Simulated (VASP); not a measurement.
Set up this calculation in VASP 6.6.1, as the native input.

- Task: single point
- Functional: PBE
- Potentials or basis: VASP PAW PBE potentials, release 64 (W_sv)
- Cutoff: 520 eV
- k mesh: 15 × 15 × 15
- Occupations: fermi-dirac, width 0.05 eV
- Spin: no spin polarisation
- Dipole correction: no
- Further INCAR settings: ALGO = Normal; EDIFF = 1e-07; NBANDS = 21

The structure of W lies in POSCAR:

```
W
1.0
    0.0000000000      2.2586950328      2.2586950328
    2.2586950328      0.0000000000      2.2586950328
    2.2586950328      2.2586950328      0.0000000000
W
2
Direct
   -0.1250000000     -0.1250000000     -0.1250000000
    0.1250000000      0.1250000000      0.1250000000
```

These files were run (other wordings do the same):

INCAR

```
  PREC = Accurate
  ENCUT = 520
  EDIFF = 1E-7
  ISMEAR = -1
  SIGMA = 0.05
  LREAL = False
  LASPH = True
  NELM = 80
  ALGO = Normal
  ISIF = 2
  LWAVE = False
  LCHARG = True
  GGA = PE
  LELF = True
  LVHAR = True
  NBANDS = 21
```

KPOINTS

```
regular mesh
0
Gamma
  15 15 15
```

Potentials or basis: VASP PAW PBE potentials, release 64 (W_sv).

Run with:

```console
$ cat potpaw_PBE.64/W_sv/POTCAR > POTCAR
$ mpirun -np 1 vasp_std > vasp.out
```

It gave:

```json
{"Pressure": "448.8 GPa", "Band gap on the k mesh": "zero (band 14 reaches 16.77 eV, above the bottom of band 15 at 15.07 eV)"}
```

Caveat: spin-orbit coupling is left out, which moves the levels of the heavy elements.

Run time: 18 s on 1 thread of Intel(R) Xeon(R) 6975P-C (Granite Rapids) (shared host), peak memory 0.17 GiB.
